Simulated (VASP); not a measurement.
# MgO in VASP: notebook, part 2 of 4

VASP 6.6.1. The steps go on from the part before.

## Step 3: Single point, r2SCAN

POSCAR

```
MgO
1.0
    2.1232229630      2.1232229630      0.0000000000
   -2.1232229630      2.1232229630      0.0000000000
    0.0000000000      0.0000000000      4.1795251444
Mg O
2 2
Direct
    0.0000000000      0.0000000000      0.0000000000
    0.5000000000      0.5000000000      0.5000000000
    0.5000000000      0.5000000000      0.0000000000
    0.0000000000      0.0000000000      0.5000000000
```

INCAR.step1

```
SYSTEM = MgO
ALGO = Normal ; EDIFF = 1E-4
ENCUT = 520 ; GGA = PE
ISMEAR = 0 ; LASPH = .TRUE.
LCHARG = .FALSE. ; LREAL = .FALSE.
LWAVE = .TRUE. ; NBANDS = 16
NELM = 60 ; PREC = Accurate
SIGMA = 0.02
```

INCAR.step2

```
SYSTEM = MgO
ALGO = Normal ; EDIFF = 1E-6
ENCUT = 520 ; ISIF = 2
ISMEAR = 0 ; ISTART = 1
LASPH = .TRUE. ; LCHARG = .FALSE.
LMIXTAU = .TRUE. ; LREAL = .FALSE.
LWAVE = .FALSE. ; METAGGA = R2SCAN
NBANDS = 16 ; NELM = 60
PREC = Accurate ; SIGMA = 0.02
```

KPOINTS

```
k-points
0
G
  8 8 6
  0 0 0
```

Potentials or basis: VASP PAW PBE potentials, release 64 (Mg, O).

The run is started by

```
cat potpaw_PBE.64/Mg/POTCAR potpaw_PBE.64/O/POTCAR > POTCAR
cp INCAR.step1 INCAR
mpirun -np 1 vasp_std > vasp.out
cp INCAR.step2 INCAR
mpirun -np 1 vasp_std > vasp.out
```

OUTCAR:

```text
SYSTEM = MgO
   EDIFF = 1E-6
   ENCUT = 520
   ISIF = 2
   ISMEAR = 0
   ISTART = 1
   LASPH = .TRUE.
   LREAL = .FALSE.
   METAGGA = R2SCAN
   NELM = 60
   PREC = Accurate

 ion  position               nearest neighbor table
   1  0.000  0.000  0.000-   4 2.09   4 2.09   3 2.12   3 2.12   3 2.12   3 2.12   2 2.98   2 2.98
                             2 2.98   2 2.98   2 2.98   2 2.98   2 2.98   2 2.98
   2  0.500  0.500  0.500-   3 2.09   3 2.09   4 2.12   4 2.12   4 2.12   4 2.12   1 2.98   1 2.98
                             1 2.98   1 2.98   1 2.98   1 2.98   1 2.98   1 2.98
   3  0.500  0.500  0.000-   2 2.09   2 2.09   1 2.12   1 2.12   1 2.12   1 2.12
   4  0.000  0.000  0.500-   1 2.09   1 2.09   2 2.12   2 2.12   2 2.12   2 2.12

  LATTYP: Found a simple tetragonal cell.
 ALAT       =     3.0026907102
 C/A-ratio  =     1.3919266244

  Lattice vectors:

 A1 = (   2.1232229630,   2.1232229630,   0.0000000000)
 A2 = (  -2.1232229630,   2.1232229630,   0.0000000000)
 A3 = (   0.0000000000,   0.0000000000,   4.1795251444)

Analysis of symmetry for initial positions (statically):
=====================================================================
 Subroutine PRICEL returns following result:

  LATTYP: Found a body centered tetragonal cell.
 ALAT       =     3.0026907102
 C/A-ratio  =     1.3919266244

  Lattice vectors:

 A1 = (   0.0000000000,  -2.1232229630,  -2.0897625722)
 A2 = (   0.0000000000,   2.1232229630,  -2.0897625722)
 A3 = (   2.1232229630,   0.0000000000,   2.0897625722)

   2 primitive cells build up your supercell.

 Routine SETGRP: Setting up the symmetry group for a
 simple tetragonal supercell.

 Subroutine GETGRP returns: Found 16 space group operations
 (whereof 16 operations were pure point group operations)
 out of a pool of 16 trial point group operations.

The static configuration has the point symmetry D_4h.

Analysis of symmetry for dynamics (positions and initial velocities):
=====================================================================
 Subroutine PRICEL returns following result:

  LATTYP: Found a body centered tetragonal cell.
 ALAT       =     3.0026907102
 C/A-ratio  =     1.3919266244

  Lattice vectors:

 A1 = (   0.0000000000,  -2.1232229630,  -2.0897625722)
 A2 = (   0.0000000000,   2.1232229630,  -2.0897625722)
 A3 = (   2.1232229630,   0.0000000000,   2.0897625722)

   2 primitive cells build up your supercell.

 Routine SETGRP: Setting up the symmetry group for a
 simple tetragonal supercell.

 Subroutine GETGRP returns: Found 16 space group operations
 (whereof 16 operations were pure point group operations)
 out of a pool of 16 trial point group operations.

The dynamic configuration has the point symmetry D_4h.

 Subroutine INISYM returns: Found 16 space group operations
 (whereof 16 operations are pure point group operations),
 and found     2 'primitive' translations

----------------------------------------------------------------------------------------

                                     Primitive cell

  volume of cell :      18.8416

  direct lattice vectors                    reciprocal lattice vectors
     0.000000000 -2.123222963 -2.089762572     0.235491048 -0.235491048 -0.239261630
[... 42 lines left out ...]
            Coordinates               Weight
  0.000000  0.000000  0.000000      1.000000
  0.125000  0.000000  0.000000      4.000000
  0.250000  0.000000  0.000000      4.000000
  0.375000  0.000000  0.000000      4.000000
  0.500000  0.000000  0.000000      2.000000
  0.125000  0.125000  0.000000      4.000000
[... 16 lines left out ...]
  0.375000  0.125000  0.166667     16.000000
  0.500000  0.125000  0.166667      8.000000
 [... further k-points ...]
   k-points           NKPTS =     60   k-points in BZ     NKDIM =     60   number of bands    NBANDS=     16
   number of dos      NEDOS =    301   number of ions     NIONS =      4
   total plane-waves  NPLWV =  18432
   dimension x,y,z NGX =    24 NGY =   24 NGZ =   32
   dimension x,y,z NGXF=    48 NGYF=   48 NGZF=   64
   ions per type =               2   2
   NGX,Y,Z   is equivalent  to a cutoff of  13.29, 13.29, 12.73 a.u.
   NGXF,Y,Z  is equivalent  to a cutoff of  26.58, 26.58, 25.46 a.u.
 SYSTEM =  MgO
   PREC   = accura    normal or accurate (medium, high low for compatibility)
   ISTART =      1    job   : 0-new  1-cont  2-samecut
   ICHARG =      0    charge: 1-file 2-atom 10-const
   ISPIN  =      1    spin polarized calculation?
   LNONCOLLINEAR =      F non collinear calculations
   LSORBIT =      F    spin-orbit coupling
   LASPH  =      T    aspherical Exc in radial PAW
   ENCUT  =  520.0 eV  38.22 Ry    6.18 a.u.   5.58  5.58  7.77*2*pi/ulx,y,z
   NELM   =     60;   NELMIN=  2; NELMDL=  0     # of ELM steps
   EDIFF  = 0.1E-05   stopping-criterion for ELM
   LREAL  =      F    real-space projection
   EDIFFG = 0.1E-04   stopping-criterion for IOM
   NSW    =      0    number of steps for IOM
   IBRION =     -1    ionic relax: 0-MD 1-quasi-New 2-CG
   NFREE  =      0    steps in history (QN), initial steepest desc. (CG)
   ISIF   =      2    stress and relaxation
   ISYM   =      2    0-nonsym 1-usesym 2-fastsym
   POTIM  = 0.5000    time-step for ionic-motion
   TEBEG  =    0.0;   TEEND  =   0.0 temperature during run
   PSTRESS=    0.0 pullay stress
   NELECT =      16.0000    total number of electrons
   NUPDOWN=      -1.0000    fix difference up-down
   EMIN   =  10.00;   EMAX   =-10.00  energy-range for DOS
   EFERMI =   0.00;   METHOD = LEGACY
   ISMEAR =     0;   SIGMA  =   0.02  broadening in eV -4-tet -1-fermi 0-gaus
   EFERMI_NEDOS =   21; number of points for ismear=-14 and -15
   IALGO  =     38    algorithm
   IMIX   =      4    mixing-type and parameters
     AMIX     =   0.40;   BMIX     =  1.00
     AMIX_MAG =   1.60;   BMIX_MAG =  1.00
  volume/ion in A,a.u.               =       9.42        63.57
  Fermi-wavevector in a.u.,A,eV,Ry     =   1.230454  2.325221 20.599458  1.514017
  Thomas-Fermi vector in A             =   2.365302
   LORBIT       =      0    0 simple, 1 ext, 2 COOP (PROOUT), +10 PAW based schemes
   METAGGA = R2SCAN    functional components
   LHFCALC =     F    Hartree Fock is set to
   AEXX    =    0.0000 exact exchange contribution
   IVDW    =     0    specifies the selected vdW correction
   LEPSILON=     F    determine dielectric tensor
   LRPA    =     F    only Hartree local field effects (RPA)
 non-spin polarized calculation
 Gauss-broadening in eV      SIGMA  =   0.02
  energy-cutoff  :      520.00
  volume of cell :       37.68
 maximum number of plane-waves:      1039
 NGX is ok and might be reduce to    24
   NGX = 11   NGY = 11   NGZ = 15

 number of electron      15.9999999 magnetization

 Free energy of the ion-electron system (eV)
  ---------------------------------------------------
  ext. energy  EPLUGINS =         0.00000000
  ---------------------------------------------------
  free energy    TOTEN  =       -32.31175034 eV

  energy without entropy =      -32.31175034  energy(sigma->0) =      -32.31175034

 E-fermi :   2.8789     XC(G=0): -11.5507

 val. band max:        2.7254588821   @ k =   0.0000   0.0000   0.0000
 cond. band min:       8.2297077307   @ k =   0.0000   0.0000   0.0000
 fundamental gap:      5.5042488486
 Fermi energy:         2.8788673814

 k-point     1 :       0.0000    0.0000    0.0000
  band No.  band energies     occupation
      1     -15.4442      2.00000
      2     -13.9429      2.00000
      3      -1.3145      2.00000
      4       1.3059      2.00000
      5       1.3059      2.00000
      6       2.6891      2.00000
[... 433 lines left out ...]
      3      -1.0557      2.00000
      4      -1.0557      2.00000
      5       1.1016      2.00000
      6       1.1016      2.00000
[... 8 lines left out ...]
     15      20.8324      0.00000
     16      20.8324      0.00000

 [... further k-points ...]

------------------------ aborting loop because EDIFF is reached ----------------------------------------

  FORCE on cell =-STRESS in cart. coord.  units (eV):
  Direction    XX          YY          ZZ          XY          YZ          ZX
  --------------------------------------------------------------------------------------
  -------------------------------------------------------------------------------------
  Total       -1.0309947     -1.0309947     -0.2771656      0.0000000      0.0000000      0.0000000
  in kB      -43.8347851    -43.8347851    -11.7842471      0.0000000      0.0000000      0.0000000
  external PRESSURE =     -33.1512724 kB  Pullay stress =       0.0000000 kB

 VOLUME and BASIS-vectors are now :
 -----------------------------------------------------------------------------
  energy-cutoff  :      520.00
  volume of cell :       37.68
      direct lattice vectors                 reciprocal lattice vectors
     2.123222963  2.123222963  0.000000000     0.235491048  0.235491048  0.000000000
    -2.123222963  2.123222963  0.000000000    -0.235491048  0.235491048  0.000000000
     0.000000000  0.000000000  4.179525144     0.000000000  0.000000000  0.239261630

 POSITION                                       TOTAL-FORCE (eV/Angst)
 -----------------------------------------------------------------------------------
      0.00000      0.00000      0.00000        -0.000000     -0.000000     -0.000000
      0.00000      2.12322      2.08976        -0.000000     -0.000000      0.000000
      0.00000      2.12322      0.00000         0.000000      0.000000     -0.000000
      0.00000      0.00000      2.08976        -0.000000      0.000000     -0.000000
 -----------------------------------------------------------------------------------
    total drift:                                0.000000     -0.000000     -0.000000

  FREE ENERGIE OF THE ION-ELECTRON SYSTEM (eV)
  ---------------------------------------------------
  free  energy   TOTEN  =       -32.3117503433 eV

  energy  without entropy=      -32.3117503433  energy(sigma->0) =      -32.31175034
```

It took 3.3 min on 1 thread of AMD EPYC 7R13, shared host; peak memory 0.15 GiB.

What came out:

* Free energy: -32.3118 eV
* Pressure: -3.3 GPa
* Band gap on the k mesh: 5.50 eV

Levels at points of the mesh, in eV from the valence-band top:
| k point | band 5 | band 6 | band 7 | band 8 | band 9 | band 10 | band 11 | band 12 |
| --- | --- | --- | --- | --- | --- | --- | --- | --- |
| (0.00, 0.00, 0.00) | -1.42 | -0.04 | 0.00 | 0.00 | 5.50 | 9.89 | 10.94 | 14.32 |
| (0.50, 0.00, 0.00) | -2.00 | -2.00 | -0.69 | -0.69 | 10.33 | 10.33 | 12.86 | 12.86 |
| (0.50, 0.50, 0.00) | -1.40 | -1.40 | -1.30 | -1.30 | 10.07 | 10.07 | 10.96 | 10.96 |
| (0.00, 0.00, 0.50) | -0.78 | -0.78 | -0.78 | -0.78 | 8.90 | 8.90 | 12.03 | 12.03 |
| (0.50, 0.00, 0.50) | -0.69 | -0.69 | -0.66 | -0.66 | 8.73 | 8.73 | 13.69 | 13.69 |
| (0.50, 0.50, 0.50) | -2.93 | -2.93 | -1.82 | -1.82 | 12.63 | 12.63 | 12.63 | 12.63 |

Caveat: the cell stands under tension; the PAW data sets were made with another functional, which shifts forces and pressure a little.

(Continued in part 3 of 4.)
